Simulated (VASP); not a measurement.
Input of a VASP 6.6.1 run:

INCAR

```
PREC = Accurate
ENCUT = 520
EDIFF = 1E-7
ISMEAR = 0
SIGMA = 0.15
LREAL = False
LASPH = True
NELM = 100
ALGO = Normal
ISIF = 2
LWAVE = False
LCHARG = False
GGA = PE
NBANDS = 14
```

File KPOINTS:

```
regular mesh
0
Gamma
  18 18 18
```

File POSCAR:

```
HfN
1.0
    0.0000000000      2.1686400000      2.2590000000
    2.1686400000      0.0000000000      2.2590000000
    2.1686400000      2.1686400000      0.0000000000
Hf N
1 1
Direct
    0.0000000000      0.0000000000      0.0000000000
    0.5000000000      0.5000000000      0.5000000000
```

Potentials or basis: VASP PAW PBE potentials, release 64 (Hf_pv, N).

Command:

```sh
$ cat potpaw_PBE.64/Hf_pv/POTCAR potpaw_PBE.64/N/POTCAR > POTCAR
$ mpirun -np 1 vasp_std > vasp.out
```

What does it give for the band gap on the k mesh?

Zero (an odd number of electrons rules out a gap without spin polarisation).

Estimate the pressure.

31.9 GPa.

Stress tensor (GPa, compression positive):
```
41.27  0.00  0.00
 0.00 41.27  0.00
 0.00  0.00 13.16
```

Caveat: the cell differs from its parent crystal (strain -0.040 along x and y, +0.000 along z); the stress differs along the axes, from 13 to 41 GPa; spin-orbit coupling is left out, which moves the levels of the heavy elements; an odd number of electrons without spin polarisation forces a metal; a magnetic or distorted state may lie lower.
